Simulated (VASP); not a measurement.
# CsCaBO3 (P2_13) in VASP: electric field gradients with r2SCAN

Aim: the electric field gradients of CsCaBO3 with r2SCAN.

Program: VASP 6.6.1. These are calculated values, not measurements. Logs are shortened: lines on timing, memory, paths and dates and some standing lists are left out, and cuts for length are marked.

**1. The cell of the first run**

The structure is cubic, space group P2_13 (No. 198). The conventional cell has a = 7.572 Å, b = 7.572 Å, c = 7.572 Å, α = 90.00°, β = 90.00°, γ = 90.00°. Within 4.2 Å of Cs (site symmetry 3) lie 9 O at 3.13 to 3.71 Å and 4 B at 3.46 to 3.90 Å and 7 Ca at 3.73 to 4.15 Å. Within 3.1 Å of Ca (site symmetry 3) lie 6 O at 2.34 to 2.35 Å and 3 B at 2.70 Å. B (site symmetry 3) has 3 O at 1.40 Å within 1.9 Å. Within 1.9 Å of O (site symmetry 1) lie 1 B at 1.40 Å.

**2. Electric field gradients, r2SCAN**

The input, POSCAR:

```
CsCaBO3
1.0
    7.5720000000      0.0000000000      0.0000000000
    0.0000000000      7.5720000000      0.0000000000
    0.0000000000      0.0000000000      7.5720000000
Cs Ca B O
4 4 4 12
Direct
    0.6404679974      0.3595320026      0.8595320026
    0.8595320026      0.6404679974      0.3595320026
    0.1404679974      0.1404679974      0.1404679974
    0.3595320026      0.8595320026      0.6404679974
    0.8562528348      0.8562528348      0.8562528348
    0.6437471652      0.1437471652      0.3562528348
    0.3562528348      0.6437471652      0.1437471652
    0.1437471652      0.3562528348      0.6437471652
    0.0955885474      0.5955885474      0.9044114526
    0.4044114526      0.4044114526      0.4044114526
    0.5955885474      0.9044114526      0.0955885474
    0.9044114526      0.0955885474      0.5955885474
    0.0851526365      0.7331661180      0.0264993359
    0.4148473635      0.2668338820      0.5264993359
    0.5851526365      0.7668338820      0.9735006641
    0.9148473635      0.2331661180      0.4735006641
    0.0264993359      0.0851526365      0.7331661180
    0.5264993359      0.4148473635      0.2668338820
    0.9735006641      0.5851526365      0.7668338820
    0.4735006641      0.9148473635      0.2331661180
    0.7331661180      0.0264993359      0.0851526365
    0.2668338820      0.5264993359      0.4148473635
    0.7668338820      0.9735006641      0.5851526365
    0.2331661180      0.4735006641      0.9148473635
```

The input, INCAR.step1:

```
SYSTEM = CsCaBO3
PREC = Accurate
ENCUT = 520
ISMEAR = -1
SIGMA = 0.02
LREAL = Auto
LASPH = .TRUE.
NELM = 80
NBANDS = 98
GGA = PE
ALGO = Normal
EDIFF = 1E-4
LWAVE = .TRUE.
LCHARG = .FALSE.
```

The input, INCAR.step2:

```
SYSTEM = CsCaBO3
PREC = Accurate
ENCUT = 520
EDIFF = 1E-8
ISMEAR = -1
SIGMA = 0.02
LREAL = Auto
LASPH = .TRUE.
NELM = 80
ALGO = Normal
ISIF = 2
LWAVE = .FALSE.
LCHARG = .FALSE.
METAGGA = R2SCAN
LMIXTAU = .TRUE.
LEFG = .TRUE.
NBANDS = 98
ISTART = 1
```

The input, KPOINTS:

```
regular mesh
0
G
  3 3 3
  0 0 0
```

Potentials or basis: VASP PAW PBE potentials, release 64 (Cs_sv, Ca_sv, B, O).

Run with:

```
$ cat potpaw_PBE.64/Cs_sv/POTCAR potpaw_PBE.64/Ca_sv/POTCAR potpaw_PBE.64/B/POTCAR potpaw_PBE.64/O/POTCAR > POTCAR
$ cp INCAR.step1 INCAR
$ mpirun -np 1 vasp_std > vasp.out
$ cp INCAR.step2 INCAR
$ mpirun -np 1 vasp_std > vasp.out
```

OUTCAR:

```text
SYSTEM = CsCaBO3
   PREC = Accurate
   ENCUT = 520
   EDIFF = 1E-8
   ISMEAR = -1
   LREAL = Auto
   LASPH = .TRUE.
   NELM = 80
   ISIF = 2
   METAGGA = R2SCAN
   ISTART = 1

 ion  position               nearest neighbor table
   1  0.640  0.360  0.860-
   2  0.860  0.640  0.360-
   3  0.140  0.140  0.140-
   4  0.360  0.860  0.640-
   5  0.856  0.856  0.856-  15 2.34  19 2.34  23 2.34  13 2.35  17 2.35  21 2.35
   6  0.644  0.144  0.356-  16 2.34  18 2.34  21 2.34  20 2.35  14 2.35  23 2.35
   7  0.356  0.644  0.144-  13 2.34  20 2.34  22 2.34  15 2.35  18 2.35  24 2.35
   8  0.144  0.356  0.644-  14 2.34  17 2.34  24 2.34  19 2.35  16 2.35  22 2.35
   9  0.096  0.596  0.904-  13 1.40  19 1.40  24 1.40
  10  0.404  0.404  0.404-  14 1.40  18 1.40  22 1.40
  11  0.596  0.904  0.096-  15 1.40  20 1.40  21 1.40
  12  0.904  0.096  0.596-  16 1.40  17 1.40  23 1.40
  13  0.085  0.733  0.026-   9 1.40   7 2.34   5 2.35
  14  0.415  0.267  0.526-  10 1.40   8 2.34   6 2.35
[... 8 lines left out ...]
  23  0.767  0.974  0.585-  12 1.40   5 2.34   6 2.35
  24  0.233  0.474  0.915-   9 1.40   8 2.34   7 2.35

  LATTYP: Found a simple cubic cell.
 ALAT       =     7.5720000000

  Lattice vectors:

 A1 = (   7.5720000000,   0.0000000000,   0.0000000000)
 A2 = (   0.0000000000,   7.5720000000,   0.0000000000)
 A3 = (   0.0000000000,   0.0000000000,   7.5720000000)

Analysis of symmetry for initial positions (statically):
=====================================================================
 Subroutine PRICEL returns:
 Original cell was already a primitive cell.

 Routine SETGRP: Setting up the symmetry group for a
 simple cubic supercell.

 Subroutine GETGRP returns: Found 12 space group operations
 (whereof  3 operations were pure point group operations)
 out of a pool of 48 trial point group operations.

The static configuration has the point symmetry C_3 .
 The point group associated with its full space group is T   .

Analysis of symmetry for dynamics (positions and initial velocities):
=====================================================================
 Subroutine PRICEL returns:
 Original cell was already a primitive cell.

 Routine SETGRP: Setting up the symmetry group for a
 simple cubic supercell.

 Subroutine GETGRP returns: Found 12 space group operations
 (whereof  3 operations were pure point group operations)
 out of a pool of 48 trial point group operations.

The dynamic configuration has the point symmetry C_3 .
 The point group associated with its full space group is T   .

 Subroutine INISYM returns: Found 12 space group operations
 (whereof  3 operations are pure point group operations),
 and found     1 'primitive' translations

----------------------------------------------------------------------------------------

                                     Primitive cell

  volume of cell :     434.1420

  direct lattice vectors                    reciprocal lattice vectors
     7.572000000  0.000000000  0.000000000     0.132065504  0.000000000  0.000000000
     0.000000000  7.572000000  0.000000000     0.000000000  0.132065504  0.000000000
     0.000000000  0.000000000  7.572000000     0.000000000  0.000000000  0.132065504

  length of vectors
     7.572000000  7.572000000  7.572000000     0.132065504  0.132065504  0.132065504

  position of ions in fractional coordinates (direct lattice)
     0.640467997  0.359532003  0.859532003
     0.859532003  0.640467997  0.359532003
     0.140467997  0.140467997  0.140467997
     0.359532003  0.859532003  0.640467997
     0.856252835  0.856252835  0.856252835
     0.643747165  0.143747165  0.356252835
[... 16 lines left out ...]
     0.766833882  0.973500664  0.585152636
     0.233166118  0.473500664  0.914847364

  ion indices of the primitive-cell ions
   primitive index   ion index
                 1           1
[... 75 lines left out ...]
   LREAL  =      T    real-space projection
   EDIFFG = 0.1E-06   stopping-criterion for IOM
   NSW    =      0    number of steps for IOM
   IBRION =     -1    ionic relax: 0-MD 1-quasi-New 2-CG
   NFREE  =      0    steps in history (QN), initial steepest desc. (CG)
   ISIF   =      2    stress and relaxation
   ISYM   =      2    0-nonsym 1-usesym 2-fastsym
   POTIM  = 0.5000    time-step for ionic-motion
   TEBEG  =    0.0;   TEEND  =   0.0 temperature during run
   PSTRESS=    0.0 pullay stress
   NELECT =     160.0000    total number of electrons
   NUPDOWN=      -1.0000    fix difference up-down
   EMIN   =  10.00;   EMAX   =-10.00  energy-range for DOS
   EFERMI =   0.00;   METHOD = LEGACY
   ISMEAR =    -1;   SIGMA  =   0.02  broadening in eV -4-tet -1-fermi 0-gaus
   EFERMI_NEDOS =   21; number of points for ismear=-14 and -15
   IALGO  =     38    algorithm
   IMIX   =      4    mixing-type and parameters
     AMIX     =   0.40;   BMIX     =  1.00
     AMIX_MAG =   1.60;   BMIX_MAG =  1.00
  volume/ion in A,a.u.               =      18.09       122.07
  Fermi-wavevector in a.u.,A,eV,Ry     =   1.173737  2.218042 18.744190  1.377659
  Thomas-Fermi vector in A             =   2.310146
   LORBIT       =      0    0 simple, 1 ext, 2 COOP (PROOUT), +10 PAW based schemes
   METAGGA = R2SCAN    functional components
   LHFCALC =     F    Hartree Fock is set to
   AEXX    =    0.0000 exact exchange contribution
   IVDW    =     0    specifies the selected vdW correction
   LEPSILON=     F    determine dielectric tensor
   LRPA    =     F    only Hartree local field effects (RPA)
 non-spin polarized calculation
  energy-cutoff  :      520.00
  volume of cell :      434.14
 maximum number of plane-waves:     11753
   NGX = 29   NGY = 29   NGZ = 29

 number of electron     159.9999972 magnetization

 Free energy of the ion-electron system (eV)
  ---------------------------------------------------
  ext. energy  EPLUGINS =         0.00000000
  ---------------------------------------------------
  free energy    TOTEN  =      -295.83613422 eV

  energy without entropy =     -295.83613422  energy(sigma->0) =     -295.83613422

 E-fermi :   0.5500     XC(G=0):  -9.2825

 val. band max:        0.1095335080   @ k =   0.0000   0.0000   0.0000
 cond. band min:       4.6758776583   @ k =   0.0000   0.0000   0.0000
 fundamental gap:      4.5663441503
 Fermi energy:         0.5499507351

 k-point     1 :       0.0000    0.0000    0.0000
  band No.  band energies     occupation
      1     -38.5536      2.00000
      2     -38.5494      2.00000
      3     -38.5494      2.00000
      4     -38.5494      2.00000
      5     -20.3056      2.00000
      6     -20.2299      2.00000
[... 369 lines left out ...]
     91       7.3505      0.00000
     92       7.3850      0.00000
 [bands above 92 left out]

------------------------ aborting loop because EDIFF is reached ----------------------------------------

  FORCE on cell =-STRESS in cart. coord.  units (eV):
  Direction    XX          YY          ZZ          XY          YZ          ZX
  --------------------------------------------------------------------------------------
  -------------------------------------------------------------------------------------
  Total       -0.4092896     -0.4092896     -0.4092896      0.0000000      0.0000000     -0.0000000
  in kB       -1.5104609     -1.5104609     -1.5104609      0.0000000      0.0000000     -0.0000000
  external PRESSURE =      -1.5104609 kB  Pullay stress =       0.0000000 kB

 VOLUME and BASIS-vectors are now :
 -----------------------------------------------------------------------------
  energy-cutoff  :      520.00
  volume of cell :      434.14
      direct lattice vectors                 reciprocal lattice vectors
     7.572000000  0.000000000  0.000000000     0.132065504  0.000000000  0.000000000
     0.000000000  7.572000000  0.000000000     0.000000000  0.132065504  0.000000000
     0.000000000  0.000000000  7.572000000     0.000000000  0.000000000  0.132065504

 POSITION                                       TOTAL-FORCE (eV/Angst)
 -----------------------------------------------------------------------------------
      4.84962      2.72238      6.50838        -0.008664      0.008664      0.008664
      6.50838      4.84962      2.72238         0.008664     -0.008664      0.008664
      1.06362      1.06362      1.06362        -0.008664     -0.008664     -0.008664
      2.72238      6.50838      4.84962         0.008664      0.008664     -0.008664
      6.48355      6.48355      6.48355         0.010628      0.010628      0.010628
      4.87445      1.08845      2.69755        -0.010628     -0.010628      0.010628
[... 16 lines left out ...]
      5.80647      7.37135      4.43078         0.182530      0.177215      0.011089
      1.76553      3.58535      6.92722        -0.182530      0.177215     -0.011089
 -----------------------------------------------------------------------------------
    total drift:                                0.000000      0.000000     -0.000000

  FREE ENERGIE OF THE ION-ELECTRON SYSTEM (eV)
  ---------------------------------------------------
  free  energy   TOTEN  =      -295.8361342237 eV

  energy  without entropy=     -295.8361342237  energy(sigma->0) =     -295.83613422

 Electric field gradients (V/A^2)
---------------------------------------------------------------------
 ion       V_xx      V_yy      V_zz      V_xy      V_xz      V_yz
---------------------------------------------------------------------
   1      -0.000    -0.000    -0.000     3.423     3.423    -3.423
   2      -0.000    -0.000    -0.000     3.423    -3.423     3.423
   3      -0.000    -0.000    -0.000    -3.423    -3.423    -3.423
   4      -0.000    -0.000    -0.000    -3.423     3.423     3.423
   5      -0.000    -0.000     0.000     9.791     9.791     9.791
   6      -0.000    -0.000     0.000     9.791    -9.791    -9.791
[... 16 lines left out ...]
  23      22.955    11.946   -34.901    28.502   -19.119    26.828
  24      22.955    11.946   -34.901   -28.502   -19.119   -26.828
---------------------------------------------------------------------

 Electric field gradients after diagonalization (V/A^2)
 (convention: |V_zz| > |V_xx| > |V_yy|)
----------------------------------------------------------------------
 ion       V_xx      V_yy      V_zz     asymmetry (V_yy - V_xx)/ V_zz
----------------------------------------------------------------------
   1       3.423     3.423    -6.846       0.000
   2       3.423     3.423    -6.846       0.000
   3       3.423     3.423    -6.846       0.000
   4       3.423     3.423    -6.846       0.000
   5      -9.791    -9.791    19.581       0.000
   6      -9.791    -9.791    19.581       0.000
[... 16 lines left out ...]
  23      46.565    11.577   -58.143       0.602
  24      46.565    11.577   -58.143       0.602
----------------------------------------------------------------------

           NMR quadrupolar parameters

 Cq : quadrupolar parameter    Cq=e*Q*V_zz/h
 eta: asymmetry parameters     (V_yy - V_xx)/ V_zz
 Q  : nuclear electric quadrupole moment in mb (millibarn)
----------------------------------------------------------------------
 ion       Cq(MHz)       eta       Q (mb)
----------------------------------------------------------------------
   1      -0.017       0.000       1.000
   2      -0.017       0.000       1.000
   3      -0.017       0.000       1.000
   4      -0.017       0.000       1.000
   5       0.047       0.000       1.000
   6       0.047       0.000       1.000
[... 16 lines left out ...]
  23      -0.141       0.602       1.000
  24      -0.141       0.602       1.000
----------------------------------------------------------------------
```

It took 29 min on 1 thread of AMD EPYC 7R43 (Zen 3), shared host; peak memory 0.48 GiB.

Results:

```yaml
Free_energy: -295.8361 eV
Pressure: -0.2 GPa
Largest_force: 0.255 eV/Å
Band_gap_on_the_k_mesh: 4.57 eV
Largest_electric_field_gradient_by_atom: Cs -6.8; Ca +19.6; B +33.5; O -58.1 V/Å²
```

Forces in eV/Å, atoms in the order of the input:
```
Cs  -0.009  0.009  0.009
Cs   0.009 -0.009  0.009
Cs  -0.009 -0.009 -0.009
Cs   0.009  0.009 -0.009
Ca   0.011  0.011  0.011
Ca  -0.011 -0.011  0.011
Ca   0.011 -0.011 -0.011
Ca  -0.011  0.011 -0.011
B    0.004  0.004 -0.004
B   -0.004 -0.004 -0.004
B    0.004 -0.004  0.004
B   -0.004  0.004  0.004
O    0.011 -0.183 -0.177
O   -0.011  0.183 -0.177
O    0.011  0.183  0.177
O   -0.011 -0.183  0.177
O   -0.177  0.011 -0.183
O   -0.177 -0.011  0.183
O    0.177  0.011  0.183
O    0.177 -0.011 -0.183
O   -0.183 -0.177  0.011
O    0.183 -0.177 -0.011
O    0.183  0.177  0.011
O   -0.183  0.177 -0.011
```

Levels at points of the mesh, in eV from the valence-band top:
```csv
k point,band 78,band 79,band 80,band 81,band 82,band 83
"(0.00, 0.00, 0.00)",-0.32,-0.32,0.00,4.57,5.86,5.86
```

Electric field gradients, principal values (V/Å²):
| atom | least | middle | greatest (by size) |
| --- | --- | --- | --- |
| 1 Cs | 3.423 | 3.423 | -6.846 |
| 2 Cs | 3.423 | 3.423 | -6.846 |
| 3 Cs | 3.423 | 3.423 | -6.846 |
| 4 Cs | 3.423 | 3.423 | -6.846 |
| 5 Ca | -9.791 | -9.791 | 19.581 |
| 6 Ca | -9.791 | -9.791 | 19.581 |
| 7 Ca | -9.791 | -9.791 | 19.581 |
| 8 Ca | -9.791 | -9.791 | 19.581 |
| 9 B | -16.737 | -16.737 | 33.473 |
| 10 B | -16.737 | -16.737 | 33.473 |
| 11 B | -16.737 | -16.737 | 33.473 |
| 12 B | -16.737 | -16.737 | 33.473 |
| 13 O | 11.577 | 46.565 | -58.143 |
| 14 O | 11.577 | 46.565 | -58.143 |
| 15 O | 11.577 | 46.565 | -58.143 |
| 16 O | 11.577 | 46.565 | -58.143 |
| 17 O | 11.577 | 46.565 | -58.143 |
| 18 O | 11.577 | 46.565 | -58.143 |
| 19 O | 11.577 | 46.565 | -58.143 |
| 20 O | 11.577 | 46.565 | -58.143 |
| 21 O | 11.577 | 46.565 | -58.143 |
| 22 O | 11.577 | 46.565 | -58.143 |
| 23 O | 11.577 | 46.565 | -58.143 |
| 24 O | 11.577 | 46.565 | -58.143 |

Caveat: without QUAD_EFG the Cq values of the log hold for a quadrupole moment of 1 mb, not for the nuclei; the PAW data sets were made with another functional, which shifts forces and pressure a little; spin-orbit coupling is left out, which moves the levels of the heavy elements.
